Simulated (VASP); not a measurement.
The system is Ge.

```xyz
6
Lattice="4.1235 0.0000 0.0000 0.0000 4.1235 0.0000 0.0000 0.0000 6.5984" Properties=species:S:1:pos:R:3 pbc="T T T"
Ge    0.0000    0.0000    1.6496
Ge    0.0000    0.0000    4.9488
Ge    2.7079    0.9765    3.2992
Ge    1.4157    3.1470    3.2992
Ge    3.1470    2.7079    0.0000
Ge    0.9765    1.4157    0.0000
```

The cell was generated, and may not be a known phase.

| Item | Value |
| --- | --- |
| Program | VASP 6.6.1 |
| Task | relaxation of cell and atoms |
| Functional | PBE |
| Potentials or basis | VASP PAW PBE potentials, release 64 (Ge_d) |
| Cutoff | 600 eV |
| k mesh | 4 × 4 × 4 |
| Occupations | gaussian, width 0.1 eV |
| Spin | no spin polarisation |

At the start: pressure 16.3 GPa; volume 18.70 Å³/atom.

Q: Where does the relaxation end?

A: Over 11 steps the energy falls by 199.4 meV/atom and the volume is 22.34 Å³/atom (+19.5 %); space group P4_2/m (No. 84, to 0.1 Å) before and after.

Step by step:
| step | energy change (eV) | largest force (eV/Å) | pressure (GPa) | volume (Å³) |
| --- | --- | --- | --- | --- |
| 1 | 0.0000 | 1.5441 | 16.25 | 112.20 |
| 2 | -0.8147 | 1.0104 | -4.75 | 145.79 |
| 3 | -1.0620 | 0.5085 | 0.18 | 132.55 |
| 4 | -1.0622 | 0.5340 | -0.05 | 133.06 |
| 5 | -1.1426 | 0.3721 | -0.28 | 133.93 |
| 6 | -1.1765 | 0.2795 | -0.37 | 134.76 |
| 7 | -1.1775 | 0.2804 | -0.15 | 134.91 |
| 8 | -1.1919 | 0.1145 | -0.32 | 134.59 |
| 9 | -1.1943 | 0.0593 | -0.27 | 134.42 |
| 10 | -1.1943 | 0.0591 | -0.09 | 134.39 |
| 11 | -1.1963 | 0.0293 | -0.19 | 134.03 |

Final structure:
```cif
data_structure
_symmetry_space_group_name_H-M 'P 1'
_symmetry_Int_Tables_number 1
_cell_length_a 4.2498
_cell_length_b 4.2498
_cell_length_c 7.4212
_cell_angle_alpha 90.000
_cell_angle_beta 90.000
_cell_angle_gamma 90.000
_cell_volume 134.03
loop_
_atom_site_label
_atom_site_type_symbol
_atom_site_fract_x
_atom_site_fract_y
_atom_site_fract_z
_atom_site_occupancy
Ge1 Ge 0.00000 0.00000 0.25000 1
Ge2 Ge 0.00000 0.00000 0.75000 1
Ge3 Ge 0.67321 0.24344 0.50000 1
Ge4 Ge 0.32679 0.75656 0.50000 1
Ge5 Ge 0.75656 0.67321 0.00000 1
Ge6 Ge 0.24344 0.32679 0.00000 1
```

Caveat: the k points lie up to 0.37 Å⁻¹ apart in the final cell; the volume moved by over 15 % at a fixed basis, so the end points are rough.
